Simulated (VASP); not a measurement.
# MgS (Fm-3m) in VASP: further runs, part 2 of 2

VASP 6.6.1.

**4. Vibrations by perturbation theory, LDA**

This run uses another cell than the first one, of 14.72 Å³/atom, 0.873 times its volume.

Contents of INCAR:

```
ALGO = Normal
EDIFF = 1E-8
ENCUT = 520
GGA = CA
IBRION = 8
ISIF = 2
ISMEAR = 0
LASPH = T
LCHARG = T
LREAL = F
LWAVE = F
NBANDS = 11
NELM = 100
NSW = 1
PREC = Accurate
SIGMA = 0.01
```

Contents of KPOINTS:

```
k-points
0
Gamma
  8 8 8
```

Contents of POSCAR:

```
MgS
1.0
    2.4505819290      2.4505819290      0.0000000000
   -2.4505819290      2.4505819290      0.0000000000
    0.0000000000      2.4505819290      2.4505819290
Mg S
1 1
Direct
    0.0000000000      0.0000000000      0.0000000000
    0.5000000000      0.5000000000      0.0000000000
```

Potentials or basis: VASP PAW LDA potentials, release 64 (Mg, S).

Started as:

```sh
$ cat potpaw_LDA.64/Mg/POTCAR potpaw_LDA.64/S/POTCAR > POTCAR
$ mpirun -np 1 vasp_std > vasp.out
```

OUTCAR:

```text
EDIFF = 1E-8
   ENCUT = 520
   GGA = CA
   IBRION = 8
   ISIF = 2
   ISMEAR = 0
   LASPH = T
   LREAL = F
   NELM = 100
   NSW = 1
   PREC = Accurate

 ion  position               nearest neighbor table
   1  0.000  0.000  0.000-   2 2.45   2 2.45   2 2.45   2 2.45   2 2.45   2 2.45
   2  0.500  0.500  0.000-   1 2.45   1 2.45   1 2.45   1 2.45   1 2.45   1 2.45

  LATTYP: Found a face centered cubic cell.
 ALAT       =     4.9011638580

  Lattice vectors:

 A1 = (   0.0000000000,   2.4505819290,   2.4505819290)
 A2 = (   2.4505819290,   0.0000000000,   2.4505819290)
 A3 = (   2.4505819290,   2.4505819290,   0.0000000000)

Analysis of symmetry for initial positions (statically):
=====================================================================
 Subroutine PRICEL returns:
 Original cell was already a primitive cell.

 Routine SETGRP: Setting up the symmetry group for a
 face centered cubic supercell.

 Subroutine GETGRP returns: Found 48 space group operations
 (whereof 48 operations were pure point group operations)
 out of a pool of 48 trial point group operations.

The static configuration has the point symmetry O_h .

Analysis of symmetry for dynamics (positions and initial velocities):
=====================================================================
 Subroutine PRICEL returns:
 Original cell was already a primitive cell.

 Routine SETGRP: Setting up the symmetry group for a
 face centered cubic supercell.

 Subroutine GETGRP returns: Found 48 space group operations
 (whereof 48 operations were pure point group operations)
[... 521 lines left out ...]
 -----------------------------------------------------------------------------------
    total drift:                               -0.000000      0.000000     -0.000000

  FREE ENERGIE OF THE ION-ELECTRON SYSTEM (eV)
  ---------------------------------------------------
  free  energy   TOTEN  =        -9.4278085986 eV

  energy  without entropy=       -9.4278085986  energy(sigma->0) =       -9.42780860

[... ionic steps 2 to 3 ...]

--------------------------------------- Ionic step        4  -------------------------------------------

------------------------ aborting loop because EDIFF is reached ----------------------------------------

[... ionic steps 5 to 6 ...]

--------------------------------------- Ionic step        7  -------------------------------------------

 Free energy of the ion-electron system (eV)
  ---------------------------------------------------
  ---------------------------------------------------
  free energy    TOTEN  =        -0.10468227 eV

  energy without entropy =       -0.10468227

------------------------ aborting loop because EDIFF is reached ----------------------------------------

 INTERNAL STRAIN TENSOR  FOR ION    2  DIRECTION 1   (eV/Angst):
 -----------------------------------------------------------------------------
     0.02115  0.00000  0.00000
     0.00000 -0.01833  0.00000
     0.00000  0.00000 -0.01833

 INTERNAL STRAIN TENSOR FOR ION    2 for displacements in x,y,z  (eV/Angst):
          X           Y           Z          XY          YZ          ZX
  --------------------------------------------------------------------------------
  x     0.00000     0.00000     0.00000     0.00000     0.00000     0.00000
  y     0.00000     0.00000     0.00000     0.00000     0.00000     0.00000
  z     0.00000     0.00000     0.00000     0.00000     0.00000     0.00000

 SECOND DERIVATIVES (NOT SYMMETRIZED)
 ------------------------------------
               1X          1Y          1Z          2X          2Y          2Z
  1X    -6.199493    0.000000    0.000000    6.199493    0.000000    0.000000
  1Y     0.000000   -6.199493    0.000000    0.000000    6.199493    0.000000
  1Z     0.000000    0.000000   -6.199493    0.000000    0.000000    6.199493
  2X     6.197228    0.000000   -0.000000   -6.197228   -0.000000    0.000000
  2Y    -0.000000    6.197228    0.000000    0.000000   -6.197228   -0.000000
  2Z    -0.000000   -0.000000    6.197228    0.000000    0.000000   -6.197228

 Eigenvectors and eigenvalues of the dynamical matrix
 ----------------------------------------------------

   1 f  =   10.467724 THz    65.770651 2PiTHz  349.165693 cm-1    43.291009 meV
             X         Y         Z           dx          dy          dz
      0.000000  0.000000  0.000000     0.202061    0.726705    0.000000
      0.000000  2.450582  0.000000    -0.175885   -0.632563    0.000000
[... 21 lines left out ...]
   6 f/i=    0.000947 THz     0.005953 2PiTHz    0.031604 cm-1     0.003918 meV
             X         Y         Z           dx          dy          dz
      0.000000  0.000000  0.000000    -0.466480    0.462026    0.000000
      0.000000  2.450582  0.000000    -0.535904    0.530787    0.000000

--------------------------------------------------------------------------------------------------------

 ELASTIC MODULI CONTR FROM IONIC RELAXATION (kBar)
 Direction    XX          YY          ZZ          XY          YZ          ZX
 --------------------------------------------------------------------------------
 XX           0.0000      0.0000      0.0000      0.0000      0.0000      0.0000
 YY           0.0000      0.0000      0.0000      0.0000      0.0000      0.0000
 ZZ           0.0000      0.0000      0.0000      0.0000      0.0000      0.0000
 XY           0.0000      0.0000      0.0000      0.0000      0.0000      0.0000
 YZ           0.0000      0.0000      0.0000      0.0000      0.0000      0.0000
 ZX           0.0000      0.0000      0.0000      0.0000      0.0000      0.0000
 --------------------------------------------------------------------------------
```

stdout:

```text
POSCAR found type information on POSCAR MgS
 POSCAR found :  2 types and       2 ions
 scaLAPACK will be used
 LDA part: xc-table for (Slater(with rela. corr.)+CA(PZ))
 , standard interpolation
 POSCAR, INCAR and KPOINTS ok, starting setup
 FFT: planning ... GRIDC
 FFT: planning ... GRID_SOFT
 FFT: planning ... GRID
 WAVECAR not read
 entering main loop
 Linear response reoptimize wavefunctions to high precision
 Linear response DOF=           2
 Linear response progress:
 first order change of Fermi-energy   0.20783E-03
 force on displaced ion       1 direction 1 :  -6.199   0.000   0.000
 Linear response progress:
 first order change of Fermi-energy  -0.82472E-03
 force on displaced ion       2 direction 1 :  -6.197   0.000   0.000
 Linear response finished
```

Run time: 30 s. Hardware: 1 thread of Intel Xeon 6975P-C (Granite Rapids), shared host; peak memory 0.18 GiB.

What came out:

```
Highest phonon frequency at Γ, LO-TO splitting left out : 349 cm⁻¹
```

Phonon frequencies in cm⁻¹ (negative: imaginary):
| q point | frequencies |
| --- | --- |
| (0.000, 0.000, 0.000) | 0 0 0 349 349 349 |

Caveat: the cell wasn't relaxed at this level first, which shifts response properties.

**5. Vibrations by perturbation theory, LDA**

This run uses another cell than the first one, of 15.29 Å³/atom, 0.907 times its volume.

Contents of INCAR:

```
PREC     = Accurate       # precision mode
ENCUT    = 520            # plane-wave cutoff, eV
EDIFF    = 1E-8           # SCF threshold, eV
ISMEAR   = 0              # smearing method
SIGMA    = 0.01           # smearing width, eV
LREAL    = False          # projectors in reciprocal space
LASPH    = True           # aspherical terms in the spheres
NELM     = 80             # most SCF steps
ALGO     = Normal         # electronic algorithm
ISIF     = 2              # what is computed and relaxed
LWAVE    = False          # write WAVECAR
LCHARG   = False          # write CHGCAR
NBANDS   = 11             # bands
IBRION   = 8              # ionic algorithm
NSW      = 1              # ionic steps
```

Contents of KPOINTS:

```
Automatic mesh
0
Gamma
  8 8 8
```

Contents of POSCAR:

```
MgS
1.0
    2.4819229728      2.4819229728      0.0000000000
   -2.4819229728      2.4819229728      0.0000000000
    0.0000000000      2.4819229728      2.4819229728
Mg S
1 1
Direct
    0.0000000000      0.0000000000      0.0000000000
    0.5000000000      0.5000000000      0.0000000000
```

Potentials or basis: VASP PAW LDA potentials, release 64 (Mg, S).

Started as:

```sh
$ cat potpaw_LDA.64/Mg/POTCAR potpaw_LDA.64/S/POTCAR > POTCAR
$ mpirun -np 1 vasp_std > vasp.out
```

OUTCAR:

```text
PREC = Accurate
   ENCUT = 520
   EDIFF = 1E-8
   ISMEAR = 0
   LREAL = False
   LASPH = True
   NELM = 80
   ISIF = 2
   IBRION = 8
   NSW = 1

 ion  position               nearest neighbor table
   1  0.000  0.000  0.000-   2 2.48   2 2.48   2 2.48   2 2.48   2 2.48   2 2.48
   2  0.500  0.500  0.000-   1 2.48   1 2.48   1 2.48   1 2.48   1 2.48   1 2.48

  LATTYP: Found a face centered cubic cell.
 ALAT       =     4.9638459456

  Lattice vectors:

 A1 = (   0.0000000000,   2.4819229728,   2.4819229728)
 A2 = (   2.4819229728,   0.0000000000,   2.4819229728)
 A3 = (   2.4819229728,   2.4819229728,   0.0000000000)

Analysis of symmetry for initial positions (statically):
=====================================================================
 Subroutine PRICEL returns:
 Original cell was already a primitive cell.

[... 567 lines left out ...]

 INTERNAL STRAIN TENSOR  FOR ION    2  DIRECTION 1   (eV/Angst):
 -----------------------------------------------------------------------------
     0.02039  0.00000  0.00000
     0.00000 -0.01787  0.00000
     0.00000  0.00000 -0.01787

 INTERNAL STRAIN TENSOR FOR ION    2 for displacements in x,y,z  (eV/Angst):
          X           Y           Z          XY          YZ          ZX
  --------------------------------------------------------------------------------
  x     0.00000     0.00000     0.00000     0.00000     0.00000     0.00000
  y     0.00000     0.00000     0.00000     0.00000     0.00000     0.00000
  z     0.00000     0.00000     0.00000     0.00000     0.00000     0.00000

 SECOND DERIVATIVES (NOT SYMMETRIZED)
 ------------------------------------
               1X          1Y          1Z          2X          2Y          2Z
  1X    -5.261556    0.000000   -0.000000    5.261556   -0.000000    0.000000
  1Y    -0.000000   -5.261556    0.000000    0.000000    5.261556   -0.000000
  1Z    -0.000000    0.000000   -5.261556    0.000000   -0.000000    5.261556
  2X     5.267662    0.000000    0.000000   -5.267662    0.000000    0.000000
  2Y     0.000000    5.267662    0.000000    0.000000   -5.267662    0.000000
  2Z     0.000000    0.000000    5.267662    0.000000    0.000000   -5.267662

 Eigenvectors and eigenvalues of the dynamical matrix
 ----------------------------------------------------

   1 f  =    9.646597 THz    60.611354 2PiTHz  321.775828 cm-1    39.895100 meV
             X         Y         Z           dx          dy          dz
      0.000000  0.000000  0.000000    -0.000000    0.754025    0.000000
      0.000000  2.481923  0.000000    -0.000000   -0.656845    0.000000
[... 21 lines left out ...]
   6 f/i=    0.002771 THz     0.017408 2PiTHz    0.092418 cm-1     0.011458 meV
             X         Y         Z           dx          dy          dz
      0.000000  0.000000  0.000000     0.656845   -0.000000   -0.000000
      0.000000  2.481923  0.000000     0.754025   -0.000000    0.000000

--------------------------------------------------------------------------------------------------------

 ELASTIC MODULI CONTR FROM IONIC RELAXATION (kBar)
 Direction    XX          YY          ZZ          XY          YZ          ZX
 --------------------------------------------------------------------------------
 XX           0.0000      0.0000      0.0000      0.0000      0.0000      0.0000
 YY           0.0000      0.0000      0.0000      0.0000      0.0000      0.0000
 ZZ           0.0000      0.0000      0.0000      0.0000      0.0000      0.0000
 XY           0.0000      0.0000      0.0000      0.0000      0.0000      0.0000
 YZ           0.0000      0.0000      0.0000      0.0000      0.0000      0.0000
 ZX           0.0000      0.0000      0.0000      0.0000      0.0000      0.0000
 --------------------------------------------------------------------------------
```

stdout:

```text
POSCAR found type information on POSCAR MgS
 POSCAR found :  2 types and       2 ions
 scaLAPACK will be used
 LDA part: xc-table for (Slater(with rela. corr.)+CA(PZ))
 , standard interpolation
 POSCAR, INCAR and KPOINTS ok, starting setup
 FFT: planning ... GRIDC
 FFT: planning ... GRID_SOFT
 FFT: planning ... GRID
 WAVECAR not read
 entering main loop
 Linear response reoptimize wavefunctions to high precision
 Linear response DOF=           2
 Linear response progress:
 first order change of Fermi-energy  -0.16199E-05
 force on displaced ion       1 direction 1 :  -5.262  -0.000   0.000
 Linear response progress:
 first order change of Fermi-energy  -0.69094E-03
 force on displaced ion       2 direction 1 :  -5.268  -0.000   0.000
 Linear response finished
```

Wall time 33 s (1 thread of Intel Xeon 6975P-C (Granite Rapids), shared host); peak memory 0.19 GiB.

What came out:

| Quantity | Value |
| --- | --- |
| Highest phonon frequency at Γ, LO-TO splitting left out | 322 cm⁻¹ |

Phonon frequencies in cm⁻¹ (negative: imaginary):
```tsv
q point	frequencies
(0.000, 0.000, 0.000)	0 0 0 322 322 322
```

Caveat: the cell wasn't relaxed at this level first, which shifts response properties.
